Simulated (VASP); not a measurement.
# C (Cmme) in VASP: a series of runs

C is run at these levels: PBEsol; tasks: single point.

Program: VASP 6.6.1. These are calculated values, not measurements. Logs are shortened: lines on timing, memory, paths and dates and some standing lists are left out, and cuts for length are marked.

### Step 1. The cell of the first run

The typed cell holds 4 atoms: a = 2.616 Å, b = 2.616 Å, c = 7.378 Å, α = 90.00°, β = 90.00°, γ = 121.08°.

### Step 2. Single point, PBEsol (normal strain along x +0.0467, normal strain along y +0.0700)

The input, INCAR:

```
SYSTEM = C
ALGO = Normal
EDIFF = 1E-6
ENCUT = 520
GGA = PS
ISIF = 2
ISMEAR = 0
LASPH = .True.
LCHARG = .False.
LREAL = .False.
LWAVE = .False.
NBANDS = 16
NELM = 60
PREC = Accurate
SIGMA = 0.15
```

The input, KPOINTS:

```
k-points
0
Gamma
  18 18 6
  0 0 0
```

The input, POSCAR:

```
C
1.0
    1.2868910834     -2.2781208991      0.0000000000
    1.2868910834      2.2781208991      0.0000000000
    0.0000000000      0.0000000000      7.3778182888
C
4
Direct
    0.0833216498      0.9166783502      0.7498439858
    0.5833216498      0.4166783502      0.2501560142
    0.9166783502      0.0833216498      0.2501560142
    0.4166783502      0.5833216498      0.7498439858
```

Potentials or basis: VASP PAW PBE potentials, release 64 (C).

Launch:

```
$ cat potpaw_PBE.64/C/POTCAR > POTCAR
$ mpirun -np 1 vasp_std > vasp.out
```

OUTCAR:

```text
SYSTEM = C
   EDIFF = 1E-6
   ENCUT = 520
   GGA = PS
   ISIF = 2
   ISMEAR = 0
   LASPH = .True.
   LREAL = .False.
   NELM = 60
   PREC = Accurate

 ion  position               nearest neighbor table
   1  0.083  0.917  0.750-   4 1.49   4 1.49   4 1.52
   2  0.583  0.417  0.250-   3 1.49   3 1.49   3 1.52
   3  0.917  0.083  0.250-   2 1.49   2 1.49   2 1.52
   4  0.417  0.583  0.750-   1 1.49   1 1.49   1 1.52

  LATTYP: Found a base centered orthorhombic cell.
 ALAT       =     2.5737821668
 B/A-ratio  =     1.7702515220
 C/A-ratio  =     2.8665278608

  Lattice vectors:

 A1 = (   1.2868910834,  -2.2781208991,   0.0000000000)
 A2 = (   1.2868910834,   2.2781208991,   0.0000000000)
 A3 = (   0.0000000000,   0.0000000000,   7.3778182888)

Analysis of symmetry for initial positions (statically):
=====================================================================
 Subroutine PRICEL returns:
 Original cell was already a primitive cell.

 Routine SETGRP: Setting up the symmetry group for a
 base centered orthorhombic supercell.

 Subroutine GETGRP returns: Found  8 space group operations
 (whereof  4 operations were pure point group operations)
 out of a pool of  8 trial point group operations.

The static configuration has the point symmetry C_2h.
 The point group associated with its full space group is D_2h.

Analysis of symmetry for dynamics (positions and initial velocities):
=====================================================================
 Subroutine PRICEL returns:
 Original cell was already a primitive cell.

 Routine SETGRP: Setting up the symmetry group for a
 base centered orthorhombic supercell.

 Subroutine GETGRP returns: Found  8 space group operations
 (whereof  4 operations were pure point group operations)
 out of a pool of  8 trial point group operations.

The dynamic configuration has the point symmetry C_2h.
 The point group associated with its full space group is D_2h.

 Subroutine INISYM returns: Found  8 space group operations
 (whereof  4 operations are pure point group operations),
 and found     1 'primitive' translations

----------------------------------------------------------------------------------------

                                     Primitive cell

  volume of cell :      43.2590

  direct lattice vectors                    reciprocal lattice vectors
[... 87 lines left out ...]
   LSORBIT =      F    spin-orbit coupling
   LASPH  =      T    aspherical Exc in radial PAW
   ENCUT  =  520.0 eV  38.22 Ry    6.18 a.u.   4.86  4.86 13.72*2*pi/ulx,y,z
   NELM   =     60;   NELMIN=  2; NELMDL= -5     # of ELM steps
   EDIFF  = 0.1E-05   stopping-criterion for ELM
   LREAL  =      F    real-space projection
   EDIFFG = 0.1E-04   stopping-criterion for IOM
   NSW    =      0    number of steps for IOM
   IBRION =     -1    ionic relax: 0-MD 1-quasi-New 2-CG
   NFREE  =      0    steps in history (QN), initial steepest desc. (CG)
   ISIF   =      2    stress and relaxation
   ISYM   =      2    0-nonsym 1-usesym 2-fastsym
   POTIM  = 0.5000    time-step for ionic-motion
   TEBEG  =    0.0;   TEEND  =   0.0 temperature during run
   PSTRESS=    0.0 pullay stress
   NELECT =      16.0000    total number of electrons
   NUPDOWN=      -1.0000    fix difference up-down
   EMIN   =  10.00;   EMAX   =-10.00  energy-range for DOS
   EFERMI =   0.00;   METHOD = LEGACY
   ISMEAR =     0;   SIGMA  =   0.15  broadening in eV -4-tet -1-fermi 0-gaus
   EFERMI_NEDOS =   21; number of points for ismear=-14 and -15
   IALGO  =     38    algorithm
   IMIX   =      4    mixing-type and parameters
     AMIX     =   0.40;   BMIX     =  1.00
     AMIX_MAG =   1.60;   BMIX_MAG =  1.00
  volume/ion in A,a.u.               =      10.81        72.98
  Fermi-wavevector in a.u.,A,eV,Ry     =   1.175139  2.220691 18.788995  1.380952
  Thomas-Fermi vector in A             =   2.311525
   LORBIT       =      0    0 simple, 1 ext, 2 COOP (PROOUT), +10 PAW based schemes
   GGA     = PS    functional components
   LHFCALC =     F    Hartree Fock is set to
   AEXX    =    0.0000 exact exchange contribution
   IVDW    =     0    specifies the selected vdW correction
   LEPSILON=     F    determine dielectric tensor
   LRPA    =     F    only Hartree local field effects (RPA)
 non-spin polarized calculation
 Gauss-broadening in eV      SIGMA  =   0.15
  energy-cutoff  :      520.00
  volume of cell :       43.26
 maximum number of plane-waves:      1188
   NGX =  9   NGY =  9   NGZ = 27

 number of electron      15.9999998 magnetization

 Free energy of the ion-electron system (eV)
  ---------------------------------------------------
  ext. energy  EPLUGINS =         0.00000000
  ---------------------------------------------------
  free energy    TOTEN  =       -37.77357497 eV

  energy without entropy =      -37.77260507  energy(sigma->0) =      -37.77309002

 E-fermi :   2.9871     XC(G=0):  -9.5763

 val. band max:        2.9854883869   @ k =   0.3333   0.3333   0.3333
 cond. band min:       3.0073360861   @ k =   0.3333   0.3333   0.3333
 fundamental gap:      0.0218476992
 Fermi energy:         2.9871003433

 k-point     1 :       0.0000    0.0000    0.0000
  band No.  band energies     occupation
      1     -15.3736      2.00000
      2     -15.2176      2.00000
      3      -4.3089      2.00000
      4      -3.0106      2.00000
      5      -0.1411      2.00000
      6      -0.1330      2.00000
[... 433 lines left out ...]
      3      -3.2987      2.00000
      4      -2.8656      2.00000
      5      -2.8350      2.00000
      6      -2.0619      2.00000
[... 8 lines left out ...]
     15      12.8432      0.00000
     16      12.9179      0.00000

 [... further k-points ...]
[... 5 lines left out ...]
  --------------------------------------------------------------------------------------
  -------------------------------------------------------------------------------------
  Total      -11.6286908    -15.3013951      0.0162107      0.0000000      0.0000000      0.0000000
  in kB     -430.6901057   -566.7155150      0.6003946      0.0000000      0.0000000      0.0000000
  external PRESSURE =    -332.2684087 kB  Pullay stress =       0.0000000 kB

 VOLUME and BASIS-vectors are now :
 -----------------------------------------------------------------------------
  energy-cutoff  :      520.00
  volume of cell :       43.26
      direct lattice vectors                 reciprocal lattice vectors
     1.286891083 -2.278120899  0.000000000     0.388533269 -0.219479133  0.000000000
     1.286891083  2.278120899  0.000000000     0.388533269  0.219479133  0.000000000
     0.000000000  0.000000000  7.377818289     0.000000000  0.000000000  0.135541424

 POSITION                                       TOTAL-FORCE (eV/Angst)
 -----------------------------------------------------------------------------------
      1.28689      1.89849      5.53221         0.000000      0.014037      0.000178
      1.28689     -0.37963      1.84561         0.000000      0.014037     -0.000178
      1.28689     -1.89849      1.84561         0.000000     -0.014037     -0.000178
      1.28689      0.37963      5.53221         0.000000     -0.014037      0.000178
 -----------------------------------------------------------------------------------
    total drift:                                0.000000      0.000000     -0.000000

  FREE ENERGIE OF THE ION-ELECTRON SYSTEM (eV)
  ---------------------------------------------------
  free  energy   TOTEN  =       -37.7735749733 eV

  energy  without entropy=      -37.7726050741  energy(sigma->0) =      -37.77309002
```

OSZICAR:

```text
N       E                     dE             d eps       ncg     rms          rms(c)
DAV:   1     0.344942375037E+02    0.34494E+02   -0.76005E+03 11664   0.900E+02
DAV:   2    -0.359486973408E+02   -0.70443E+02   -0.63949E+02 16624   0.181E+02
DAV:   3    -0.391167467291E+02   -0.31680E+01   -0.31493E+01 15192   0.362E+01
DAV:   4    -0.391504765890E+02   -0.33730E-01   -0.33702E-01 14952   0.436E+00
DAV:   5    -0.391510911649E+02   -0.61458E-03   -0.61440E-03 14816   0.575E-01    0.726E+00
DAV:   6    -0.381146508097E+02    0.10364E+01   -0.71442E-01 14128   0.499E+00    0.422E+00
DAV:   7    -0.377701675229E+02    0.34448E+00   -0.89599E-01 14784   0.568E+00    0.912E-01
DAV:   8    -0.377736204187E+02   -0.34529E-02   -0.38688E-02 14256   0.115E+00    0.116E-01
DAV:   9    -0.377733611868E+02    0.25923E-03   -0.89752E-04 15280   0.197E-01    0.609E-02
DAV:  10    -0.377735768975E+02   -0.21571E-03   -0.36040E-04 12704   0.109E-01    0.416E-02
DAV:  11    -0.377735737111E+02    0.31863E-05   -0.12630E-05 15528   0.231E-02    0.943E-03
DAV:  12    -0.377735748937E+02   -0.11826E-05   -0.16209E-06 13040   0.921E-03    0.745E-04
DAV:  13    -0.377735749733E+02   -0.79585E-07   -0.13374E-07 12080   0.256E-03
   1 F= -.37773575E+02 E0= -.37773090E+02  d E =-.969899E-03
```

stdout:

```text
POSCAR found type information on POSCAR C
 POSCAR found :  1 types and       4 ions
 scaLAPACK will be used
 -----------------------------------------------------------------------------
|                                                                             |
|                                                                             |
|     You enforced a specific xc type in the INCAR file but a different       |
|     I HOPE YOU KNOW WHAT YOU ARE DOING!                                     |
|                                                                             |
 -----------------------------------------------------------------------------

 LDA part: xc-table for (Slater+PW92), standard interpolation
 POSCAR, INCAR and KPOINTS ok, starting setup
 FFT: planning ... GRIDC
 FFT: planning ... GRID_SOFT
 FFT: planning ... GRID
 WAVECAR not read
 entering main loop
```

Run time: 6.8 min. Hardware: 1 thread of AMD EPYC 7R13, shared host; peak memory 0.26 GiB.

Results:

```
Free energy            : -37.7736 eV
Pressure               : -33.2 GPa
Largest force          : 0.014 eV/Å
Band gap on the k mesh : 0.02 eV
```

Forces on the atoms (eV/Å):
```
C    0.000  0.014  0.000
C    0.000  0.014  0.000
C    0.000 -0.014  0.000
C    0.000 -0.014  0.000
```

Caveat: the cell differs from its parent crystal (normal strain along x +0.0467, normal strain along y +0.0700); the PAW data sets were made with another functional, which shifts forces and pressure a little; this functional lacks dispersion, which binds the layers, so the pressure and a relaxed spacing across them are unreliable. A k mesh can miss the band edges.

### Step 3. Single point, PBEsol (normal strain along x +0.0233, normal strain along y -0.0700)

The input, INCAR:

```
  ALGO = Normal
  EDIFF = 1E-6
  ENCUT = 520
  GGA = PS
  ISIF = 2
  ISMEAR = 0
  LASPH = True
  LCHARG = False
  LREAL = False
  LWAVE = False
  NBANDS = 16
  NELM = 60
  PREC = Accurate
  SIGMA = 0.15
```

The input, KPOINTS:

```
k-points
0
Gamma
  18 18 6
```

POSCAR: that of step 2 with these lines changed.

```diff
@@ -2,4 +2,4 @@
 1.0
-    1.2868910834     -2.2781208991      0.0000000000
-    1.2868910834      2.2781208991      0.0000000000
+    1.2581213773     -1.9800490057      0.0000000000
+    1.2581213773      1.9800490057      0.0000000000
     0.0000000000      0.0000000000      7.3778182888
```

Potentials or basis: VASP PAW PBE potentials, release 64 (C).

Launch:

```
$ cat potpaw_PBE.64/C/POTCAR > POTCAR
$ mpirun -np 1 vasp_std > vasp.out
```

OUTCAR:

```text
EDIFF = 1E-6
   ENCUT = 520
   GGA = PS
   ISIF = 2
   ISMEAR = 0
   LASPH = True
   LREAL = False
   NELM = 60
   PREC = Accurate

 ion  position               nearest neighbor table
   1  0.083  0.917  0.750-   4 1.32   4 1.42   4 1.42
   2  0.583  0.417  0.250-   3 1.32   3 1.42   3 1.42
   3  0.917  0.083  0.250-   2 1.32   2 1.42   2 1.42
   4  0.417  0.583  0.750-   1 1.32   1 1.42   1 1.42

  LATTYP: Found a base centered orthorhombic cell.
 ALAT       =     2.5162427546
[... 641 lines left out ...]
      6      -2.1485      2.00000
[... 8 lines left out ...]
     15      15.0918      0.00000
     16      15.1953      0.00000

 [... further k-points ...]
[... 5 lines left out ...]
  --------------------------------------------------------------------------------------
  -------------------------------------------------------------------------------------
  Total       -2.2079125     18.9307268     -0.0361998      0.0000000      0.0000000      0.0000000
  in kB      -96.2356565    825.1282194     -1.5778284      0.0000000      0.0000000      0.0000000
  external PRESSURE =     242.4382449 kB  Pullay stress =       0.0000000 kB

 VOLUME and BASIS-vectors are now :
 -----------------------------------------------------------------------------
  energy-cutoff  :      520.00
  volume of cell :       36.76
      direct lattice vectors                 reciprocal lattice vectors
     1.258121377 -1.980049006  0.000000000     0.397417935 -0.252519003  0.000000000
     1.258121377  1.980049006  0.000000000     0.397417935  0.252519003  0.000000000
     0.000000000  0.000000000  7.377818289     0.000000000  0.000000000  0.135541424

 POSITION                                       TOTAL-FORCE (eV/Angst)
 -----------------------------------------------------------------------------------
      1.25812      1.65009      5.53221         0.000000      2.231220      0.000106
      1.25812     -0.32996      1.84561         0.000000      2.231220     -0.000106
      1.25812     -1.65009      1.84561         0.000000     -2.231220     -0.000106
      1.25812      0.32996      5.53221         0.000000     -2.231220      0.000106
 -----------------------------------------------------------------------------------
    total drift:                                0.000000     -0.000000     -0.000000

  FREE ENERGIE OF THE ION-ELECTRON SYSTEM (eV)
  ---------------------------------------------------
  free  energy   TOTEN  =       -37.8871043978 eV

  energy  without entropy=      -37.8870900513  energy(sigma->0) =      -37.88709722
```

stdout:

```text
POSCAR found type information on POSCAR C
 POSCAR found :  1 types and       4 ions
 scaLAPACK will be used
 -----------------------------------------------------------------------------
|                                                                             |
|                                                                             |
|     You enforced a specific xc type in the INCAR file but a different       |
|     I HOPE YOU KNOW WHAT YOU ARE DOING!                                     |
|                                                                             |
 -----------------------------------------------------------------------------

 LDA part: xc-table for (Slater+PW92), standard interpolation
 POSCAR, INCAR and KPOINTS ok, starting setup
 FFT: planning ... GRIDC
 FFT: planning ... GRID_SOFT
 FFT: planning ... GRID
 WAVECAR not read
 entering main loop
```

It took 2.3 min on 1 thread of Intel Xeon 6975P-C, shared host; peak memory 0.26 GiB.

What came out:

* Free energy: -37.8871 eV
* Pressure: 24.2 GPa
* Largest force: 2.231 eV/Å
* Band gap on the k mesh: 0.52 eV

Forces on the atoms (eV/Å):
```
C    0.000  2.231  0.000
C    0.000  2.231  0.000
C    0.000 -2.231  0.000
C    0.000 -2.231  0.000
```

Stress tensor (GPa, compression positive):
```
-9.62  0.00  0.00
 0.00 82.51  0.00
 0.00  0.00 -0.16
```

Caveat: the cell differs from its parent crystal (normal strain along x +0.0233, normal strain along y -0.0700); the PAW data sets were made with another functional, which shifts forces and pressure a little; this functional lacks dispersion, which binds the layers, so the pressure and a relaxed spacing across them are unreliable. A k mesh can miss the band edges.

[end of part 1 of 2]
